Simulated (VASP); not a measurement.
# MoS2 in VASP: single point with PBEsol

Aim: the single point of MoS2 with PBEsol.

Everything below comes from runs of VASP 6.6.1. Logs are shortened: lines on timing, memory, paths and dates and some standing lists are left out, and cuts for length are marked.

## (1) The cell of the first run

The cell holds a slab with vacuum, 15 atoms: a = 3.143 Å, b = 6.540 Å, c = 26.897 Å, α = 90.00°, β = 90.00°, γ = 103.90°.

## (2) Single point, PBEsol

Contents of INCAR:

```
SYSTEM = MoS2
PREC = Accurate
ENCUT = 520
EDIFF = 1E-7
ISMEAR = 0
SIGMA = 0.05
LREAL = Auto
LASPH = .TRUE.
NELM = 60
ALGO = Normal
ISIF = 2
LWAVE = .FALSE.
LCHARG = .FALSE.
LDIPOL = .TRUE.
IDIPOL = 3
DIPOL = 0.5 0.5 0.499
GGA = PS
ISYM = 0
NBANDS = 78
```

Contents of KPOINTS:

```
Automatic mesh
0
G
  9 4 1
  0 0 0
```

Contents of POSCAR:

```
MoS2
1.0
    3.1431208318      0.0000000000      0.0000000000
   -1.5715604159      6.3484649833      0.0000000000
    0.0000000000      0.0000000000     26.8970708865
S Mo
10 5
Direct
    0.1419093217      0.2838186435      0.2788407716
    0.8989910954      0.7979821907      0.2953998876
    0.6725497415      0.3450994829      0.3790032671
    0.4296315151      0.8592630302      0.3955623831
    0.2031901612      0.4063803224      0.4791657626
    0.9602719348      0.9205438696      0.4957248786
    0.7338305809      0.4676611618      0.5793282580
    0.4909123545      0.9818247091      0.5958873740
    0.2644710006      0.5289420013      0.6794907535
    0.0215527743      0.0431055485      0.6960498695
    0.5306428742      0.0612857485      0.3205092465
    0.0612832940      0.1225665879      0.4206717420
    0.5919237137      0.1838474274      0.5208342374
    0.1225641334      0.2451282668      0.6209967329
    0.6532045531      0.3064091063      0.7211592284
```

Potentials or basis: VASP PAW PBE potentials, release 64 (S, Mo_sv).

Started as:

```console
> cat potpaw_PBE.64/S/POTCAR potpaw_PBE.64/Mo_sv/POTCAR > POTCAR
> mpirun -np 1 vasp_std > vasp.out
```

OUTCAR:

```text
SYSTEM = MoS2
   PREC = Accurate
   ENCUT = 520
   EDIFF = 1E-7
   ISMEAR = 0
   LREAL = Auto
   LASPH = .TRUE.
   NELM = 60
   ISIF = 2
   GGA = PS
   ISYM = 0

 ion  position               nearest neighbor table
   1  0.142  0.284  0.279-  11 2.39  11 2.39
   2  0.899  0.798  0.295-  11 2.39  11 2.39
   3  0.673  0.345  0.379-  12 2.39  12 2.39  11 2.39
   4  0.430  0.859  0.396-  12 2.39  12 2.39  11 2.39
   5  0.203  0.406  0.479-  13 2.39  13 2.39  12 2.39
   6  0.960  0.921  0.496-  13 2.39  13 2.39  12 2.39
   7  0.734  0.468  0.579-  14 2.39  14 2.39  13 2.39
   8  0.491  0.982  0.596-  14 2.39  14 2.39  13 2.39
   9  0.264  0.529  0.679-  15 2.39  15 2.39  14 2.39
  10  0.022  0.043  0.696-  15 2.39  14 2.39  15 2.39
  11  0.531  0.061  0.321-   2 2.39   4 2.39   2 2.39   1 2.39   1 2.39   3 2.39  12 3.14  12 3.14

  12  0.061  0.123  0.421-   4 2.39   4 2.39   6 2.39   3 2.39   3 2.39   5 2.39  13 3.14  13 3.14
                            11 3.14  11 3.14
  13  0.592  0.184  0.521-   6 2.39   6 2.39   8 2.39   5 2.39   5 2.39   7 2.39  12 3.14  12 3.14
                            14 3.14  14 3.14
  14  0.123  0.245  0.621-   8 2.39   8 2.39  10 2.39   7 2.39   7 2.39   9 2.39  13 3.14  13 3.14
                            15 3.14  15 3.14
  15  0.653  0.306  0.721-  10 2.39  10 2.39   9 2.39   9 2.39  14 3.14  14 3.14

IMPORTANT INFORMATION: All symmetrisations will be switched off!
NOSYMM: (Re-)initialisation of all symmetry stuff for point group C_1.

----------------------------------------------------------------------------------------

                                     Primitive cell

  volume of cell :     536.7040

  direct lattice vectors                    reciprocal lattice vectors
     3.143120832  0.000000000  0.000000000     0.318155125  0.078759196  0.000000000
    -1.571560416  6.348464983  0.000000000     0.000000000  0.157518393  0.000000000
     0.000000000  0.000000000 26.897070886     0.000000000  0.000000000  0.037178770

  length of vectors
     3.143120832  6.540092491 26.897070886     0.327758592  0.157518393  0.037178770

  position of ions in fractional coordinates (direct lattice)
     0.141909322  0.283818643  0.278840772
     0.898991095  0.797982191  0.295399888
     0.672549741  0.345099483  0.379003267
     0.429631515  0.859263030  0.395562383
     0.203190161  0.406380322  0.479165763
     0.960271935  0.920543870  0.495724879
     0.733830581  0.467661162  0.579328258
     0.490912354  0.981824709  0.595887374
     0.264471001  0.528942001  0.679490753
     0.021552774  0.043105549  0.696049870
[... 134 lines left out ...]
  Thomas-Fermi vector in A             =   2.154068
   LORBIT       =      0    0 simple, 1 ext, 2 COOP (PROOUT), +10 PAW based schemes
   GGA     = PS    functional components
   LHFCALC =     F    Hartree Fock is set to
   AEXX    =    0.0000 exact exchange contribution
   IVDW    =     0    specifies the selected vdW correction
   LEPSILON=     F    determine dielectric tensor
   LRPA    =     F    only Hartree local field effects (RPA)
 non-spin polarized calculation
 Gauss-broadening in eV      SIGMA  =   0.05
  energy-cutoff  :      520.00
  volume of cell :      536.70
 maximum number of plane-waves:     14520
   NGX = 11   NGY = 25   NGZ =101

 dipolmoment           0.000000      0.000000      0.078371 electrons x Angstroem

 number of electron     129.9999997 magnetization

 dipolmoment           0.000000      0.000000     -0.257544 electrons x Angstroem

 Free energy of the ion-electron system (eV)
  ---------------------------------------------------
  ext. energy  EPLUGINS =         0.00000000
  ---------------------------------------------------
  free energy    TOTEN  =      -112.20962643 eV

  energy without entropy =     -112.19715235  energy(sigma->0) =     -112.20338939

 E-fermi :   1.0399     XC(G=0):  -6.0773

 val. band max:        1.0384956131   @ k =   0.1111   0.2500   0.0000
 cond. band min:       1.0439876210   @ k =  -0.1111   0.2500   0.0000
 fundamental gap:      0.0054920079
 Fermi energy:         1.0399137107

 k-point     1 :       0.0000    0.0000    0.0000
  band No.  band energies     occupation
      1     -60.3282      2.00000
      2     -60.1802      2.00000
      3     -60.1081      2.00000
      4     -59.9586      2.00000
      5     -59.9343      2.00000
      6     -34.6080      2.00000
[... 1509 lines left out ...]
     76       3.8047      0.00000
     77       3.9223      0.00000
 [bands above 77 left out]

------------------------ aborting loop because EDIFF is reached ----------------------------------------

 vacuum level on the upper side and lower side of the slab       (xc-potential included)        -1.307         0.981

  FORCE on cell =-STRESS in cart. coord.  units (eV):
  Direction    XX          YY          ZZ          XY          YZ          ZX
  --------------------------------------------------------------------------------------
  -------------------------------------------------------------------------------------
  Total       -6.3309041     -5.1562749     -1.2019077     -0.0481552      0.3405399      0.0040097
  in kB      -18.8991176    -15.3925954     -3.5879545     -0.1437538      1.0165851      0.0119699
  external PRESSURE =     -12.6265558 kB  Pullay stress =       0.0000000 kB

 VOLUME and BASIS-vectors are now :
 -----------------------------------------------------------------------------
  energy-cutoff  :      520.00
  volume of cell :      536.70
      direct lattice vectors                 reciprocal lattice vectors
     3.143120832  0.000000000  0.000000000     0.318155125  0.078759196  0.000000000
    -1.571560416  6.348464983  0.000000000     0.000000000  0.157518393  0.000000000
     0.000000000  0.000000000 26.897070886     0.000000000  0.000000000  0.037178770

 POSITION                                       TOTAL-FORCE (eV/Angst)
 -----------------------------------------------------------------------------------
     -0.00000      1.80181      7.50000         0.006684     -0.574071      0.199000
      1.57156      5.06596      7.94539        -0.010804      0.651384     -0.137902
      1.57156      2.19085     10.19408         0.009770     -0.001698     -0.111998
      0.00000      5.45500     10.63947        -0.003429      0.014816     -0.075483
      0.00000      2.57989     12.88816        -0.000655     -0.013105     -0.050021
      1.57156      5.84404     13.33355        -0.001308      0.007563     -0.051119
      1.57156      2.96893     15.58223        -0.000266     -0.069622      0.005961
     -0.00000      6.23308     16.02762         0.001629      0.082144     -0.007923
     -0.00000      3.35797     18.27631        -0.001356     -0.273470      0.939739
      0.00000      0.27365     18.72170         0.001155      0.488034      0.811734
      1.57156      0.38907      8.62076        -0.002489     -0.084442     -0.050220
      0.00000      0.77811     11.31484        -0.000035     -0.014124      0.154608
      1.57156      1.16715     14.00892         0.001179      0.003007      0.086614
     -0.00000      1.55619     16.70299        -0.000098     -0.019110     -0.047352
      1.57156      1.94523     19.39707         0.000022     -0.197306     -1.665637
 -----------------------------------------------------------------------------------
    total drift:                               -0.000880     -0.001226     -0.003730

  FREE ENERGIE OF THE ION-ELECTRON SYSTEM (eV)
  ---------------------------------------------------
  free  energy   TOTEN  =      -112.2096264323 eV

  energy  without entropy=     -112.1971523473  energy(sigma->0) =     -112.20338939

 vacuum level on the upper side and lower side of the slab         4.785         7.120
```

It took 64 min on 1 thread of AMD EPYC 7R43 (Zen 3), shared host; peak memory 0.75 GiB.

What came out:

| Property | Result |
| --- | --- |
| Free energy | -112.2096 eV |
| Largest force | 1.677 eV/Å |
| Band gap on the k mesh | zero (band 65 reaches 1.07 eV, above the bottom of band 66 at 1.01 eV) |

Forces on the atoms (eV/Å):
```
S    0.007 -0.574  0.199
S   -0.011  0.651 -0.138
S    0.010 -0.002 -0.112
S   -0.003  0.015 -0.075
S   -0.001 -0.013 -0.050
S   -0.001  0.008 -0.051
S    0.000 -0.070  0.006
S    0.002  0.082 -0.008
S   -0.001 -0.273  0.940
S    0.001  0.488  0.812
Mo  -0.002 -0.084 -0.050
Mo   0.000 -0.014  0.155
Mo   0.001  0.003  0.087
Mo   0.000 -0.019 -0.047
Mo   0.000 -0.197 -1.666
```

Levels at points of the mesh, in eV from the Fermi level:
```
           k point  band 62  band 63  band 64  band 65  band 66  band 67  band 68  band 69
(0.00, 0.00, 0.00)    -0.75    -0.72    -0.70    -0.13    -0.03     0.19     1.61     1.68
(0.00, 0.50, 0.00)    -0.66    -0.37    -0.25    -0.15     0.05     0.17     1.61     1.78
```

Caveat: the PAW data sets were made with another functional, which shifts forces and pressure a little.
